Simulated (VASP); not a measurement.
A run of VASP 6.6.1:

Contents of INCAR:

```
SYSTEM = Ti
PREC = Accurate
ENCUT = 520
EDIFF = 1E-6
ISMEAR = -1
SIGMA = 0.1
LREAL = .FALSE.
LASPH = .TRUE.
NELM = 100
ALGO = Normal
ISIF = 2
LWAVE = .FALSE.
LCHARG = .FALSE.
GGA = PE
NBANDS = 12
```

Contents of KPOINTS:

```
Automatic mesh
0
G
  22 22 22
  0 0 0
```

Contents of POSCAR:

```
Ti
1.0
    0.0000000000      2.1111488264      2.1111488264
    2.1111488264      0.0000000000      2.1111488264
    2.1111488264      2.1111488264      0.0000000000
Ti
1
Direct
    0.0000000000      0.0000000000      0.0000000000
```

Potentials or basis: VASP PAW PBE potentials, release 64 (Ti_sv).

Run with:

```console
$ cat potpaw_PBE.64/Ti_sv/POTCAR > POTCAR
$ mpirun -np 1 vasp_std > vasp.out
```

Hardware: 1 thread of Intel(R) Xeon(R) 6975P-C (Granite Rapids), with other jobs on the host.

**Question.** Estimate the wall time of this run.

**Answer.** It took 31 s on 1 thread of Intel(R) Xeon(R) 6975P-C (Granite Rapids), on a shared host, peak memory 0.19 GiB. Counts: scf iterations 13, k points 328.
